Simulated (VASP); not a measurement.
# Sc3Al (Pm-3m) in VASP: a series of runs

Sc3Al is run at these levels: r2SCAN; tasks: single point.

Everything below comes from runs of VASP 6.6.1. Logs are shortened: lines on timing, memory, paths and dates and some standing lists are left out, and cuts for length are marked.

### 1 The cell of the first run

It takes space group Pm-3m (No. 221, cubic). The conventional cell has a = 4.432 Å, b = 4.432 Å, c = 4.432 Å, α = 90.00°, β = 90.00°, γ = 90.00°. Sc (site symmetry 4/mmm) has 8 Sc at 3.13 Å and 4 Al at 3.13 Å within 4.1 Å. Within 4.1 Å of Al (site symmetry m-3m) lie 12 Sc at 3.13 Å.

### 2 Single point, r2SCAN

POSCAR reads:

```
Sc3Al
1.0
    4.4319878233      0.0000000000      0.0000000000
    0.0000000000      4.4319878233      0.0000000000
    0.0000000000      0.0000000000      4.4319878233
Sc Al
3 1
Direct
    0.5000000000      0.0000000000      0.5000000000
    0.0000000000      0.5000000000      0.5000000000
    0.5000000000      0.5000000000      0.0000000000
    0.0000000000      0.0000000000      0.0000000000
```

INCAR.step1 reads:

```
ALGO = Normal
EDIFF = 1E-4
ENCUT = 520
GGA = PE
ISMEAR = 0
LASPH = True
LCHARG = False
LREAL = False
LWAVE = True
NBANDS = 26
NELM = 60
PREC = Accurate
SIGMA = 0.1
```

INCAR.step2 reads:

```
ALGO = Normal
EDIFF = 1E-6
ENCUT = 520
ISIF = 2
ISMEAR = 0
ISTART = 1
LASPH = True
LCHARG = False
LMIXTAU = True
LREAL = False
LWAVE = False
METAGGA = R2SCAN
NBANDS = 26
NELM = 60
PREC = Accurate
SIGMA = 0.1
```

KPOINTS reads:

```
k-points
0
Gamma
  10 10 10
```

Potentials or basis: VASP PAW PBE potentials, release 64 (Sc_sv, Al).

Command:

```bash
> cat potpaw_PBE.64/Sc_sv/POTCAR potpaw_PBE.64/Al/POTCAR > POTCAR
> cp INCAR.step1 INCAR
> mpirun -np 1 vasp_std > vasp.out
> cp INCAR.step2 INCAR
> mpirun -np 1 vasp_std > vasp.out
```

OUTCAR:

```text
EDIFF = 1E-6
   ENCUT = 520
   ISIF = 2
   ISMEAR = 0
   ISTART = 1
   LASPH = True
   LREAL = False
   METAGGA = R2SCAN
   NELM = 60
   PREC = Accurate

 ion  position               nearest neighbor table
   1  0.500  0.000  0.500-   2 3.13   3 3.13   4 3.13   3 3.13   4 3.13   2 3.13   3 3.13   3 3.13
                             2 3.13   4 3.13   4 3.13   2 3.13
   2  0.000  0.500  0.500-   1 3.13   3 3.13   4 3.13   3 3.13   4 3.13   1 3.13   4 3.13   4 3.13
                             1 3.13   3 3.13   3 3.13   1 3.13
   3  0.500  0.500  0.000-   1 3.13   2 3.13   4 3.13   1 3.13   2 3.13   1 3.13   4 3.13   1 3.13
                             2 3.13   4 3.13   2 3.13   4 3.13
   4  0.000  0.000  0.000-   1 3.13   2 3.13   3 3.13   1 3.13   2 3.13   2 3.13   3 3.13   2 3.13
                             1 3.13   3 3.13   1 3.13   3 3.13

  LATTYP: Found a simple cubic cell.
 ALAT       =     4.4319878233

  Lattice vectors:

 A1 = (   4.4319878233,   0.0000000000,   0.0000000000)
 A2 = (   0.0000000000,   4.4319878233,   0.0000000000)
 A3 = (   0.0000000000,   0.0000000000,   4.4319878233)

Analysis of symmetry for initial positions (statically):
=====================================================================
 Subroutine PRICEL returns:
 Original cell was already a primitive cell.

 Routine SETGRP: Setting up the symmetry group for a
 simple cubic supercell.

 Subroutine GETGRP returns: Found 48 space group operations
 (whereof 48 operations were pure point group operations)
 out of a pool of 48 trial point group operations.

The static configuration has the point symmetry O_h .

Analysis of symmetry for dynamics (positions and initial velocities):
=====================================================================
 Subroutine PRICEL returns:
 Original cell was already a primitive cell.

 Routine SETGRP: Setting up the symmetry group for a
 simple cubic supercell.

 Subroutine GETGRP returns: Found 48 space group operations
 (whereof 48 operations were pure point group operations)
 out of a pool of 48 trial point group operations.

The dynamic configuration has the point symmetry O_h .

 Subroutine INISYM returns: Found 48 space group operations
 (whereof 48 operations are pure point group operations),
 and found     1 'primitive' translations

[... 97 lines left out ...]
   NELM   =     60;   NELMIN=  2; NELMDL=  0     # of ELM steps
   EDIFF  = 0.1E-05   stopping-criterion for ELM
   LREAL  =      F    real-space projection
   EDIFFG = 0.1E-04   stopping-criterion for IOM
   NSW    =      0    number of steps for IOM
   IBRION =     -1    ionic relax: 0-MD 1-quasi-New 2-CG
   NFREE  =      0    steps in history (QN), initial steepest desc. (CG)
   ISIF   =      2    stress and relaxation
   ISYM   =      2    0-nonsym 1-usesym 2-fastsym
   POTIM  = 0.5000    time-step for ionic-motion
   TEBEG  =    0.0;   TEEND  =   0.0 temperature during run
   PSTRESS=    0.0 pullay stress
   NELECT =      36.0000    total number of electrons
   NUPDOWN=      -1.0000    fix difference up-down
   EMIN   =  10.00;   EMAX   =-10.00  energy-range for DOS
   EFERMI =   0.00;   METHOD = LEGACY
   ISMEAR =     0;   SIGMA  =   0.10  broadening in eV -4-tet -1-fermi 0-gaus
   EFERMI_NEDOS =   21; number of points for ismear=-14 and -15
   IALGO  =     38    algorithm
   IMIX   =      4    mixing-type and parameters
     AMIX     =   0.40;   BMIX     =  1.00
     AMIX_MAG =   1.60;   BMIX_MAG =  1.00
  volume/ion in A,a.u.               =      21.76       146.87
  Fermi-wavevector in a.u.,A,eV,Ry     =   1.219674  2.304850 20.240091  1.487605
  Thomas-Fermi vector in A             =   2.354918
   LORBIT       =      0    0 simple, 1 ext, 2 COOP (PROOUT), +10 PAW based schemes
   METAGGA = R2SCAN    functional components
   LHFCALC =     F    Hartree Fock is set to
   AEXX    =    0.0000 exact exchange contribution
   IVDW    =     0    specifies the selected vdW correction
   LEPSILON=     F    determine dielectric tensor
   LRPA    =     F    only Hartree local field effects (RPA)
 non-spin polarized calculation
 Gauss-broadening in eV      SIGMA  =   0.10
  energy-cutoff  :      520.00
  volume of cell :       87.06
 maximum number of plane-waves:      2367
 NGX is ok and might be reduce to    36
   NGX = 17   NGY = 17   NGZ = 17

 number of electron      35.9999990 magnetization

 Free energy of the ion-electron system (eV)
  ---------------------------------------------------
  ext. energy  EPLUGINS =         0.00000000
  ---------------------------------------------------
  free energy    TOTEN  =       -41.87693109 eV

  energy without entropy =      -41.84884915  energy(sigma->0) =      -41.86289012

 E-fermi :   4.8316     XC(G=0): -10.8044

 val. band max:        4.8258546065   @ k =   0.3000   0.1000   0.1000
 cond. band min:       4.8413038828   @ k =   0.4000   0.4000   0.2000
 fundamental gap:      0.0154492764
 Fermi energy:         4.8315627242

 k-point     1 :       0.0000    0.0000    0.0000
  band No.  band energies     occupation
      1     -46.8132      2.00000
      2     -46.7121      2.00000
      3     -46.7121      2.00000
      4     -24.6509      2.00000
      5     -24.6509      2.00000
      6     -24.6509      2.00000
[... 685 lines left out ...]
     25       7.5420      0.00000
     26       7.8823      0.00000

 [... further k-points ...]

------------------------ aborting loop because EDIFF is reached ----------------------------------------

  FORCE on cell =-STRESS in cart. coord.  units (eV):
  Direction    XX          YY          ZZ          XY          YZ          ZX
  --------------------------------------------------------------------------------------
  -------------------------------------------------------------------------------------
  Total       -0.0229434     -0.0229434     -0.0229434      0.0000000      0.0000000      0.0000000
  in kB       -0.4222533     -0.4222533     -0.4222533      0.0000000      0.0000000      0.0000000
  external PRESSURE =      -0.4222533 kB  Pullay stress =       0.0000000 kB

 VOLUME and BASIS-vectors are now :
 -----------------------------------------------------------------------------
  energy-cutoff  :      520.00
  volume of cell :       87.06
      direct lattice vectors                 reciprocal lattice vectors
     4.431987823  0.000000000  0.000000000     0.225632389  0.000000000  0.000000000
     0.000000000  4.431987823  0.000000000     0.000000000  0.225632389  0.000000000
     0.000000000  0.000000000  4.431987823     0.000000000  0.000000000  0.225632389

 POSITION                                       TOTAL-FORCE (eV/Angst)
 -----------------------------------------------------------------------------------
      2.21599      0.00000      2.21599         0.000000      0.000000      0.000000
      0.00000      2.21599      2.21599         0.000000      0.000000      0.000000
      2.21599      2.21599      0.00000         0.000000      0.000000      0.000000
      0.00000      0.00000      0.00000         0.000000      0.000000      0.000000
 -----------------------------------------------------------------------------------
    total drift:                                0.000000      0.000000      0.000000

  FREE ENERGIE OF THE ION-ELECTRON SYSTEM (eV)
  ---------------------------------------------------
  free  energy   TOTEN  =       -41.8769310903 eV

  energy  without entropy=      -41.8488491516  energy(sigma->0) =      -41.86289012
```

OUTCAR.step1:

```text
EDIFF = 1E-4
   ENCUT = 520
   GGA = PE
   ISMEAR = 0
[... 929 lines left out ...]
      2.21599      0.00000      2.21599         0.000000      0.000000      0.000000
      0.00000      2.21599      2.21599         0.000000      0.000000      0.000000
      2.21599      2.21599      0.00000         0.000000      0.000000      0.000000
      0.00000      0.00000      0.00000         0.000000      0.000000      0.000000
 -----------------------------------------------------------------------------------
    total drift:                                0.000000      0.000000      0.000000

  FREE ENERGIE OF THE ION-ELECTRON SYSTEM (eV)
  ---------------------------------------------------
  free  energy   TOTEN  =       -23.4959909264 eV

  energy  without entropy=      -23.4674156345  energy(sigma->0) =      -23.48170328
```

OSZICAR.step1:

```text
N       E                     dE             d eps       ncg     rms          rms(c)
DAV:   1     0.643845013632E+03    0.64385E+03   -0.16116E+04  2960   0.141E+03
DAV:   2     0.113495162067E+02   -0.63250E+03   -0.62329E+03  3816   0.634E+02
DAV:   3    -0.251238484748E+02   -0.36473E+02   -0.35813E+02  4798   0.200E+02
DAV:   4    -0.262959223548E+02   -0.11721E+01   -0.11521E+01  4902   0.346E+01
DAV:   5    -0.263257301141E+02   -0.29808E-01   -0.29760E-01  4920   0.670E+00    0.106E+01
DAV:   6    -0.236417552496E+02    0.26840E+01   -0.10431E+01  4330   0.252E+01    0.300E+00
DAV:   7    -0.235267505078E+02    0.11500E+00   -0.57590E-01  4640   0.613E+00    0.119E+00
DAV:   8    -0.234983440826E+02    0.28406E-01   -0.49952E-02  4378   0.141E+00    0.411E-01
DAV:   9    -0.234962140036E+02    0.21301E-02   -0.14003E-02  4936   0.952E-01    0.181E-01
DAV:  10    -0.234959805398E+02    0.23346E-03   -0.14078E-03  4622   0.393E-01    0.510E-02
DAV:  11    -0.234959909264E+02   -0.10387E-04   -0.26002E-05  2904   0.707E-02
   1 F= -.23495991E+02 E0= -.23481703E+02  d E =-.285753E-01
```

Run time: 5.2 min. Hardware: 1 thread of AMD EPYC 9R45 (Zen 5), shared host; peak memory 0.25 GiB.

What came out:

```
Free energy            : -41.8769 eV
Pressure               : 0.0 GPa
Band gap on the k mesh : zero (bands 18 and 19 overlap by 1.65 eV)
```

Caveat: the PAW data sets were made with another functional, which shifts forces and pressure a little.

### 3 Single point, r2SCAN (22.34 Å³/atom)

This run uses another cell than the first one, of 22.34 Å³/atom.

POSCAR reads:

```
Sc3Al
1.0
    4.4707379295      0.0000000000      0.0000000000
    0.0000000000      4.4707379295      0.0000000000
    0.0000000000      0.0000000000      4.4707379295
Sc Al
3 1
Direct
    0.5000000000      0.0000000000      0.5000000000
    0.0000000000      0.5000000000      0.5000000000
    0.5000000000      0.5000000000      0.0000000000
    0.0000000000      0.0000000000      0.0000000000
```

INCAR.step1 reads:

```
SYSTEM = Sc3Al
PREC = Accurate
ENCUT = 520
ISMEAR = 0
SIGMA = 0.1
LREAL = .FALSE.
LASPH = .TRUE.
NELM = 80
NBANDS = 26
GGA = PE
ALGO = Normal
EDIFF = 1E-4
LWAVE = .TRUE.
LCHARG = .FALSE.
```

INCAR.step2 reads:

```
SYSTEM = Sc3Al
PREC = Accurate
ENCUT = 520
EDIFF = 1E-6
ISMEAR = 0
SIGMA = 0.1
LREAL = .FALSE.
LASPH = .TRUE.
NELM = 80
ALGO = Normal
ISIF = 2
LWAVE = .FALSE.
LCHARG = .FALSE.
METAGGA = R2SCAN
LMIXTAU = .TRUE.
NBANDS = 26
ISTART = 1
```

KPOINTS reads:

```
Automatic mesh
0
G
  10 10 10
  0 0 0
```

Potentials or basis: VASP PAW PBE potentials, release 64 (Sc_sv, Al).

Command:

```bash
> cat potpaw_PBE.64/Sc_sv/POTCAR potpaw_PBE.64/Al/POTCAR > POTCAR
> cp INCAR.step1 INCAR
> mpirun -np 1 vasp_std > vasp.out
> cp INCAR.step2 INCAR
> mpirun -np 1 vasp_std > vasp.out
```

Wall time 5.2 min (1 thread of AMD EPYC 9R45 (Zen 5), shared host); peak memory 0.25 GiB.

It converged, with:

* Free energy: -41.8652 eV
* Pressure: -1.7 GPa
* Band gap on the k mesh: zero (bands 18 and 19 overlap by 1.65 eV)

Levels at points of the mesh, in eV from the Fermi level:
```
           k point  band 14  band 15  band 16  band 17  band 18  band 19  band 20  band 21  band 22  band 23
(0.00, 0.00, 0.00)    -2.69    -1.03    -1.03    -0.40    -0.40    -0.40     0.40     0.40     0.40     2.41
(0.50, 0.00, 0.00)    -4.37    -1.45    -0.93    -0.93     0.15     0.16     0.82     0.82     1.58     1.69
(0.50, 0.50, 0.00)    -3.07    -3.07    -1.82    -1.05     0.19     0.53     0.53     1.11     1.11     1.83
(0.50, 0.50, 0.50)    -1.55    -1.55    -1.55    -1.45    -1.45    -1.45     0.09     1.55     1.55     1.55
```

Caveat: the PAW data sets were made with another functional, which shifts forces and pressure a little.

### 4 Single point, r2SCAN (22.99 Å³/atom)

This run uses another cell than the first one, of 22.99 Å³/atom.

POSCAR reads:

```
Sc3Al
1.0
    4.5137284314      0.0000000000      0.0000000000
    0.0000000000      4.5137284314      0.0000000000
    0.0000000000      0.0000000000      4.5137284314
Sc Al
3 1
Direct
    0.5000000000      0.0000000000      0.5000000000
    0.0000000000      0.5000000000      0.5000000000
    0.5000000000      0.5000000000      0.0000000000
    0.0000000000      0.0000000000      0.0000000000
```

INCAR.step1 reads:

```
PREC     = Accurate       # precision mode
ENCUT    = 520            # plane-wave cutoff, eV
ISMEAR   = 0              # smearing method
SIGMA    = 0.1            # smearing width, eV
LREAL    = False          # projectors in reciprocal space
LASPH    = True           # aspherical terms in the spheres
NELM     = 100            # most SCF steps
NBANDS   = 26             # bands
GGA      = PE             # functional
ALGO     = Normal         # electronic algorithm
EDIFF    = 1E-4           # SCF threshold, eV
LWAVE    = True           # write WAVECAR
LCHARG   = False          # write CHGCAR
```

INCAR.step2 reads:

```
PREC     = Accurate       # precision mode
ENCUT    = 520            # plane-wave cutoff, eV
EDIFF    = 1E-6           # SCF threshold, eV
ISMEAR   = 0              # smearing method
SIGMA    = 0.1            # smearing width, eV
LREAL    = False          # projectors in reciprocal space
LASPH    = True           # aspherical terms in the spheres
NELM     = 100            # most SCF steps
ALGO     = Normal         # electronic algorithm
ISIF     = 2              # what is computed and relaxed
LWAVE    = False          # write WAVECAR
LCHARG   = False          # write CHGCAR
METAGGA  = R2SCAN         # meta-GGA
LMIXTAU  = True         
NBANDS   = 26             # bands
ISTART   = 1
```

KPOINTS reads:

```
regular mesh
0
Gamma
  10 10 10
```

Command:

```bash
> cat potpaw_PBE.64/Sc_sv/POTCAR potpaw_PBE.64/Al/POTCAR > POTCAR
> cp INCAR.step1 INCAR
> mpirun -np 1 vasp_std > vasp.out
> cp INCAR.step2 INCAR
> mpirun -np 1 vasp_std > vasp.out
```

Run time: 5.2 min. Hardware: 1 thread of AMD EPYC 9R45 (Zen 5), shared host; peak memory 0.26 GiB.

It converged, with:

| Quantity | Value |
| --- | --- |
| Free energy | -41.8259 eV |
| Pressure | -3.3 GPa |
| Band gap on the k mesh | zero (bands 18 and 19 overlap by 1.64 eV) |

Levels at points of the mesh, in eV from the Fermi level:
```tsv
k point	band 14	band 15	band 16	band 17	band 18	band 19	band 20	band 21	band 22	band 23
(0.00, 0.00, 0.00)	-2.61	-0.99	-0.99	-0.36	-0.36	-0.36	0.36	0.36	0.36	2.34
(0.50, 0.00, 0.00)	-4.32	-1.39	-0.90	-0.90	0.17	0.17	0.79	0.79	1.55	1.64
(0.50, 0.50, 0.00)	-3.04	-3.04	-1.84	-1.00	0.18	0.53	0.53	1.08	1.08	1.79
(0.50, 0.50, 0.50)	-1.53	-1.53	-1.53	-1.45	-1.45	-1.45	0.02	1.51	1.51	1.51
```

Caveat: the cell stands under tension; the PAW data sets were made with another functional, which shifts forces and pressure a little.

(Part 1 of 2 ends here.)
